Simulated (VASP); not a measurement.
# Ni (Fm-3m) in VASP: notebook

Ni is run at these levels: RPBE; tasks: single point.

All numbers are computed with VASP 6.6.1; they aren't measurements. Logs are shortened: lines on timing, memory, paths and dates and some standing lists are left out, and cuts for length are marked.

### Step 1. The cell of the first run

It takes space group Fm-3m (No. 225, cubic). The conventional cell has a = 3.505 Å, b = 3.505 Å, c = 3.505 Å, α = 90.00°, β = 90.00°, γ = 90.00°. Within 3.3 Å of Ni (site symmetry m-3m) lie 12 Ni at 2.48 Å.

### Step 2. Single point, RPBE, collinear spin, ferromagnetic start (volume scaled by 0.96)

INCAR

```
SYSTEM = Ni
ALGO = Normal
EDIFF = 1E-6
ENCUT = 520
GGA = RP
ISIF = 2
ISMEAR = -1
ISPIN = 2
LASPH = .True.
LCHARG = .False.
LMAXMIX = 4
LORBIT = 11
LREAL = .False.
LWAVE = .False.
MAGMOM = 0.691
NBANDS = 15
NELM = 150
PREC = Accurate
SIGMA = 0.05
```

KPOINTS

```
k-points
0
Gamma
  25 25 25
  0 0 0
```

POSCAR

```
Ni
1.0
    0.0000000000      1.7526504128      1.7526504128
    1.7526504128      0.0000000000      1.7526504128
    1.7526504128      1.7526504128      0.0000000000
Ni
1
Direct
    0.0000000000      0.0000000000      0.0000000000
```

Potentials or basis: VASP PAW PBE potentials, release 64 (Ni).

Run with:

```
> cat potpaw_PBE.64/Ni/POTCAR > POTCAR
> mpirun -np 1 vasp_std > vasp.out
```

OUTCAR:

```text
SYSTEM = Ni
   EDIFF = 1E-6
   ENCUT = 520
   GGA = RP
   ISIF = 2
   ISMEAR = -1
   ISPIN = 2
   LASPH = .True.
   LORBIT = 11
   LREAL = .False.
   NELM = 150
   PREC = Accurate

 ion  position               nearest neighbor table
   1  0.000  0.000  0.000-

  LATTYP: Found a face centered cubic cell.
 ALAT       =     3.5053008256

  Lattice vectors:

 A1 = (   0.0000000000,   1.7526504128,   1.7526504128)
 A2 = (   1.7526504128,   0.0000000000,   1.7526504128)
 A3 = (   1.7526504128,   1.7526504128,   0.0000000000)

Analysis of symmetry for initial positions (statically):
=====================================================================
 Subroutine PRICEL returns:
 Original cell was already a primitive cell.

 Routine SETGRP: Setting up the symmetry group for a
 face centered cubic supercell.

 Subroutine GETGRP returns: Found 48 space group operations
 (whereof 48 operations were pure point group operations)
 out of a pool of 48 trial point group operations.

The static configuration has the point symmetry O_h .

Analysis of symmetry for dynamics (positions and initial velocities):
=====================================================================
 Subroutine PRICEL returns:
 Original cell was already a primitive cell.

 Routine SETGRP: Setting up the symmetry group for a
 face centered cubic supercell.

 Subroutine GETGRP returns: Found 48 space group operations
 (whereof 48 operations were pure point group operations)
 out of a pool of 48 trial point group operations.

The dynamic configuration has the point symmetry O_h .

Analysis of structural, dynamic, and magnetic symmetry:
=====================================================================
 Subroutine PRICEL returns:
 Original cell was already a primitive cell.

 Routine SETGRP: Setting up the symmetry group for a
 face centered cubic supercell.

 Subroutine GETGRP returns: Found 48 space group operations
 (whereof 48 operations were pure point group operations)
 out of a pool of 48 trial point group operations.

The overall configuration has the point symmetry O_h .

 Subroutine INISYM returns: Found 48 space group operations
 (whereof 48 operations are pure point group operations),
 and found     1 'primitive' translations

----------------------------------------------------------------------------------------

                                     Primitive cell

  volume of cell :      10.7675

[... 122 lines left out ...]

 number of electron      10.0000011 magnetization       0.6224657

 Free energy of the ion-electron system (eV)
  ---------------------------------------------------
  ext. energy  EPLUGINS =         0.00000000
  ---------------------------------------------------
  free energy    TOTEN  =        -4.94928116 eV

  energy without entropy =       -4.93539490  energy(sigma->0) =       -4.94233803

 E-fermi :   9.6780     XC(G=0): -13.1940

 val. band max:        9.6773911243   @ k =   0.3600   0.2800   0.0000
 cond. band min:       9.6791884155   @ k =   0.4400   0.1200   0.0400
 fundamental gap:      0.0017972913
 Fermi energy:         9.6779523891

 spin component 1

 k-point     1 :       0.0000    0.0000    0.0000
  band No.  band energies     occupation
      1       0.6094      1.00000
      2       7.2048      1.00000
      3       7.2048      1.00000
      4       7.2048      1.00000
      5       8.3978      1.00000
      6       8.3978      1.00000
      7      33.4496      0.00000
      8      37.4579      0.00000
      9      37.4579      0.00000
     10      37.4579      0.00000
     11      40.4216      0.00000
     12      40.4216      0.00000
     13      40.4216      0.00000
     14      43.2685      0.00000
[... 403 lines left out ...]
      4       8.2671      1.00000
      5       9.0212      1.00000
      6       9.3002      0.99948
      7      16.7085      0.00000
      8      31.8303      0.00000
      9      33.6329      0.00000
     10      34.6341      0.00000
     11      37.9552      0.00000
     12      38.7278      0.00000
     13      43.8783      0.00000
     14      52.9377      0.00000
     15      55.3408      0.00000

 [... further k-points ...]

 spin component 2

 k-point     1 :       0.0000    0.0000    0.0000
  band No.  band energies     occupation
      1       0.5456      1.00000
      2       7.9759      1.00000
      3       7.9759      1.00000
      4       7.9759      1.00000
      5       8.9871      1.00000
      6       8.9871      1.00000
      7      33.2480      0.00000
      8      37.4082      0.00000
      9      37.4082      0.00000
     10      37.4082      0.00000
     11      40.4882      0.00000
     12      40.4882      0.00000
     13      40.4882      0.00000
     14      43.1250      0.00000
[... 403 lines left out ...]
      4       8.5104      1.00000
      5       9.7854      0.10451
      6       9.9018      0.01124
      7      17.0314      0.00000
      8      31.6742      0.00000
      9      33.6908      0.00000
     10      34.7013      0.00000
     11      37.9464      0.00000
     12      38.7351      0.00000
     13      43.9596      0.00000
     14      53.0575      0.00000
     15      55.5483      0.00000

 [... further k-points ...]

------------------------ aborting loop because EDIFF is reached ----------------------------------------

  FORCE on cell =-STRESS in cart. coord.  units (eV):
  Direction    XX          YY          ZZ          XY          YZ          ZX
  --------------------------------------------------------------------------------------
  -------------------------------------------------------------------------------------
  Total        0.5464035      0.5464035      0.5464035     -0.0000000      0.0000000      0.0000000
  in kB       81.3032917     81.3032917     81.3032917     -0.0000000      0.0000000      0.0000000
  external PRESSURE =      81.3032917 kB  Pullay stress =       0.0000000 kB

 VOLUME and BASIS-vectors are now :
 -----------------------------------------------------------------------------
  energy-cutoff  :      520.00
  volume of cell :       10.77
      direct lattice vectors                 reciprocal lattice vectors
     0.000000000  1.752650413  1.752650413    -0.285282220  0.285282220  0.285282220
     1.752650413  0.000000000  1.752650413     0.285282220 -0.285282220  0.285282220
     1.752650413  1.752650413  0.000000000     0.285282220  0.285282220 -0.285282220

 POSITION                                       TOTAL-FORCE (eV/Angst)
 -----------------------------------------------------------------------------------
      0.00000      0.00000      0.00000        -0.000000      0.000000     -0.000000
 -----------------------------------------------------------------------------------
    total drift:                                0.000000     -0.000000      0.000000

  FREE ENERGIE OF THE ION-ELECTRON SYSTEM (eV)
  ---------------------------------------------------
  free  energy   TOTEN  =        -4.9492811562 eV

  energy  without entropy=       -4.9353949005  energy(sigma->0) =       -4.94233803

 total charge

# of ion       s       p       d       tot
------------------------------------------
    1        0.500   0.506   8.315   9.322

 magnetization (x)

# of ion       s       p       d       tot
------------------------------------------
    1       -0.007  -0.027   0.670   0.635
```

Run time: 79 s. Hardware: 1 thread of AMD EPYC 9R45 (Zen 5), shared host; peak memory 0.18 GiB.

Results:

```
Free energy                                           : -4.9493 eV
Pressure                                              : 8.1 GPa
Net moment                                            : 0.62 μB per cell
Site moments                                          : Ni +0.64 μB
Valence electrons inside the program's atomic spheres : Ni 9.32
```

Caveat: the cell differs from its parent crystal (volume scaled by 0.96); the PAW data sets were made with another functional, which shifts forces and pressure a little.

### Step 3. Single point, RPBE, collinear spin, ferromagnetic start

This run uses another cell than the first one, of 11.22 Å³/atom, 1.042 times its volume.

INCAR

```
SYSTEM = Ni
PREC = Accurate ; ENCUT = 520
EDIFF = 1E-7 ; ISMEAR = -1
SIGMA = 0.05 ; LREAL = .FALSE.
LASPH = .TRUE. ; NELM = 150
ALGO = Normal ; ISIF = 2
LWAVE = .FALSE. ; LCHARG = .FALSE.
ISPIN = 2 ; MAGMOM = 0.707
LORBIT = 11 ; LMAXMIX = 4
GGA = RP ; NBANDS = 15
```

KPOINTS

```
regular mesh
0
G
  25 25 25
  0 0 0
```

POSCAR

```
Ni
1.0
    0.0000000000      1.7766623063      1.7766623063
    1.7766623063      0.0000000000      1.7766623063
    1.7766623063      1.7766623063      0.0000000000
Ni
1
Direct
    0.0000000000      0.0000000000      0.0000000000
```

Potentials or basis: VASP PAW PBE potentials, release 64 (Ni).

Run with:

```
> cat potpaw_PBE.64/Ni/POTCAR > POTCAR
> mpirun -np 1 vasp_std > vasp.out
```

OUTCAR:

```text
SYSTEM = Ni
   PREC = Accurate
   ENCUT = 520
   EDIFF = 1E-7
   ISMEAR = -1
   LREAL = .FALSE.
   LASPH = .TRUE.
   NELM = 150
   ISIF = 2
   ISPIN = 2
   LORBIT = 11
   GGA = RP

 ion  position               nearest neighbor table
   1  0.000  0.000  0.000-

  LATTYP: Found a face centered cubic cell.
 ALAT       =     3.5533246126

  Lattice vectors:

 A1 = (   0.0000000000,   1.7766623063,   1.7766623063)
 A2 = (   1.7766623063,   0.0000000000,   1.7766623063)
 A3 = (   1.7766623063,   1.7766623063,   0.0000000000)

Analysis of symmetry for initial positions (statically):
=====================================================================
 Subroutine PRICEL returns:
 Original cell was already a primitive cell.

 Routine SETGRP: Setting up the symmetry group for a
 face centered cubic supercell.

 Subroutine GETGRP returns: Found 48 space group operations
 (whereof 48 operations were pure point group operations)
 out of a pool of 48 trial point group operations.

The static configuration has the point symmetry O_h .

Analysis of symmetry for dynamics (positions and initial velocities):
=====================================================================
 Subroutine PRICEL returns:
 Original cell was already a primitive cell.

 Routine SETGRP: Setting up the symmetry group for a
 face centered cubic supercell.

 Subroutine GETGRP returns: Found 48 space group operations
 (whereof 48 operations were pure point group operations)
 out of a pool of 48 trial point group operations.

The dynamic configuration has the point symmetry O_h .

Analysis of structural, dynamic, and magnetic symmetry:
=====================================================================
 Subroutine PRICEL returns:
 Original cell was already a primitive cell.

 Routine SETGRP: Setting up the symmetry group for a
 face centered cubic supercell.

 Subroutine GETGRP returns: Found 48 space group operations
 (whereof 48 operations were pure point group operations)
 out of a pool of 48 trial point group operations.
[... 160 lines left out ...]
      4       6.7292      1.00000
      5       7.8594      1.00000
      6       7.8594      1.00000
      7      32.5310      0.00000
      8      36.2246      0.00000
      9      36.2246      0.00000
     10      36.2246      0.00000
     11      39.0569      0.00000
     12      39.0569      0.00000
     13      39.0569      0.00000
     14      41.9970      0.00000
[... 403 lines left out ...]
      4       7.7646      1.00000
      5       8.4391      1.00000
      6       8.7304      0.99951
      7      15.8449      0.00000
      8      30.9135      0.00000
      9      32.3932      0.00000
     10      33.3470      0.00000
     11      36.7078      0.00000
     12      37.4343      0.00000
     13      42.3330      0.00000
     14      51.3144      0.00000
     15      53.7765      0.00000

 [... further k-points ...]

 spin component 2

 k-point     1 :       0.0000    0.0000    0.0000
  band No.  band energies     occupation
      1       0.2544      1.00000
      2       7.5157      1.00000
      3       7.5157      1.00000
      4       7.5157      1.00000
      5       8.4572      1.00000
      6       8.4572      1.00000
      7      32.3181      0.00000
      8      36.1771      0.00000
      9      36.1771      0.00000
     10      36.1771      0.00000
     11      39.1179      0.00000
     12      39.1179      0.00000
     13      39.1179      0.00000
     14      41.8476      0.00000
[... 403 lines left out ...]
      4       8.0240      1.00000
      5       9.2150      0.11120
      6       9.3305      0.01226
      7      16.1643      0.00000
      8      30.7495      0.00000
      9      32.4486      0.00000
     10      33.4131      0.00000
     11      36.6913      0.00000
     12      37.4367      0.00000
     13      42.4076      0.00000
     14      51.3898      0.00000
     15      53.8119      0.00000

 [... further k-points ...]

------------------------ aborting loop because EDIFF is reached ----------------------------------------

  FORCE on cell =-STRESS in cart. coord.  units (eV):
  Direction    XX          YY          ZZ          XY          YZ          ZX
  --------------------------------------------------------------------------------------
  -------------------------------------------------------------------------------------
  Total        0.0065704      0.0065704      0.0065704      0.0000000      0.0000000     -0.0000000
  in kB        0.9385441      0.9385441      0.9385441      0.0000000      0.0000000     -0.0000000
  external PRESSURE =       0.9385441 kB  Pullay stress =       0.0000000 kB

 VOLUME and BASIS-vectors are now :
 -----------------------------------------------------------------------------
  energy-cutoff  :      520.00
  volume of cell :       11.22
      direct lattice vectors                 reciprocal lattice vectors
     0.000000000  1.776662306  1.776662306    -0.281426582  0.281426582  0.281426582
     1.776662306  0.000000000  1.776662306     0.281426582 -0.281426582  0.281426582
     1.776662306  1.776662306  0.000000000     0.281426582  0.281426582 -0.281426582

 POSITION                                       TOTAL-FORCE (eV/Angst)
 -----------------------------------------------------------------------------------
      0.00000      0.00000      0.00000        -0.000000     -0.000000     -0.000000
 -----------------------------------------------------------------------------------
    total drift:                               -0.000000     -0.000000     -0.000000

  FREE ENERGIE OF THE ION-ELECTRON SYSTEM (eV)
  ---------------------------------------------------
  free  energy   TOTEN  =        -4.9602157778 eV

  energy  without entropy=       -4.9455632087  energy(sigma->0) =       -4.95288949

 total charge

# of ion       s       p       d       tot
------------------------------------------
    1        0.483   0.471   8.297   9.250

 magnetization (x)

# of ion       s       p       d       tot
------------------------------------------
    1       -0.007  -0.027   0.684   0.649
```

OSZICAR:

```text
N       E                     dE             d eps       ncg     rms          rms(c)
DAV:   1     0.341568526850E+02    0.34157E+02   -0.42187E+03 28767   0.850E+02
DAV:   2    -0.439335623755E+01   -0.38550E+02   -0.35735E+02 30982   0.162E+02
DAV:   3    -0.587374560646E+01   -0.14804E+01   -0.14650E+01 32942   0.312E+01
DAV:   4    -0.588324146946E+01   -0.94959E-02   -0.94943E-02 33618   0.239E+00
DAV:   5    -0.588336573307E+01   -0.12426E-03   -0.12426E-03 33608   0.246E-01    0.933E+00
DAV:   6    -0.529117986900E+01    0.59219E+00   -0.12832E+01 39550   0.386E+01    0.602E+00
DAV:   7    -0.497508470083E+01    0.31610E+00   -0.23044E+00 37246   0.149E+01    0.191E+00
DAV:   8    -0.496262965424E+01    0.12455E-01   -0.24952E-02 33813   0.111E+00    0.943E-01
DAV:   9    -0.496050736516E+01    0.21223E-02   -0.20580E-03 43424   0.304E-01    0.242E-01
DAV:  10    -0.496021139609E+01    0.29597E-03   -0.42231E-04 45034   0.116E-01    0.457E-02
DAV:  11    -0.496021610092E+01   -0.47048E-05   -0.90684E-05 40102   0.739E-02    0.321E-02
DAV:  12    -0.496021626396E+01   -0.16304E-06   -0.18226E-06 35558   0.119E-02    0.103E-02
DAV:  13    -0.496021586614E+01    0.39782E-06   -0.36823E-07 38687   0.634E-03    0.494E-03
DAV:  14    -0.496021577782E+01    0.88321E-07   -0.70008E-08 25907   0.245E-03
   1 F= -.49602158E+01 E0= -.49528895E+01  d E =-.146526E-01  mag=     0.6331
```

Run time: 1.7 min. Hardware: 1 thread of AMD EPYC 9R45 (Zen 5), shared host; peak memory 0.19 GiB.

Results:

| Quantity | Value |
| --- | --- |
| Free energy | -4.9602 eV |
| Pressure | 0.1 GPa |
| Net moment | 0.63 μB per cell |
| Site moments | Ni +0.65 μB |
| Valence electrons inside the program's atomic spheres | Ni 9.25 |

Caveat: the PAW data sets were made with another functional, which shifts forces and pressure a little.

(Continued in part 2 of 2.)
